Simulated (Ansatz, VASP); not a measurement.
**One calculation of InAs, two programs**

File INCAR:

```
  ALGO = Normal
  EDIFF = 1E-8
  ENCUT = 520
  GGA = PS
  ISIF = 2
  ISMEAR = -1
  LASPH = T
  LCHARG = F
  LEFG = T
  LREAL = F
  LWAVE = F
  NBANDS = 16
  NELM = 100
  PREC = Accurate
  SIGMA = 0.08
```

File KPOINTS:

```
k-points
0
Gamma
  10 10 10
```

POSCAR

```
InAs
1.0
    0.0000000000      3.0240000000      3.0240000000
    3.0240000000      0.0000000000      3.0240000000
    3.0240000000      3.0240000000      0.0000000000
In As
1 1
Direct
    0.0000000000      0.0000000000      0.0000000000
    0.7500000000      0.7500000000      0.7500000000
```

Input for Ansatz:

```yaml
crystal:
  lattice:
    - [0.0, 3.024, 3.024]
    - [3.024, 0.0, 3.024]
    - [3.024, 3.024, 0.0]
  atoms:
    - { symbol: In, position: [0.0, 0.0, 0.0] }
    - { symbol: As, position: [0.75, 0.75, 0.75] }
kpoints:
  mp_grid: { grid: [10, 10, 10] }
  band_path:
    path:
      - [0.0, 0.0, 0.0]
      - [-0.5, -0.5, 0.0]
      - [-0.375, -0.375, 0.25]
      - [-0.375, 0.0, 0.375]
      - [0.0, 0.0, 0.0]
      - [0.0, 0.0, 0.5]
      - [-0.5, -0.25, 0.25]
      - [-0.5, -0.5, 0.0]
    npoints: 5
scf:
  occupations: { method: fermi_dirac, width: 0.08 }
hamiltonian:
  xc: pbesol
  pseudopotentials: { kind: paw }
output:
  forces: true
  stress: true
  eigenvalues: true
  efg: { contact_densities: true }
  write_density: true
  write_potential: true
  elf: true
  volumetric_format: npy
```

Alike in both runs: task electric field gradients; functional PBEsol; k mesh 10 × 10 × 10; occupations fermi-dirac, width 0.08 eV; no spin polarisation.

```csv
,VASP,Ansatz
version,VASP 6.6.1,Ansatz 0.2.0
potentials or method,"VASP PAW PBE potentials, release 64 (In_d, As)","PAW with Ansatz's default frozen-core files, scalar-relativistic"
plane-wave cutoff (eV),520,420
valence electrons in the cell,18,28
```

Ansatz gave:

- pressure (GPa): 1.1

Question: What did VASP give for the same quantities?

Answer: Pressure (GPa): 1.2.

VASP's potentials were made for PBE, not for PBEsol. VASP's potentials hold 18 valence electrons a cell and Ansatz's 28, so a difference there can come from the potentials and not from the codes.
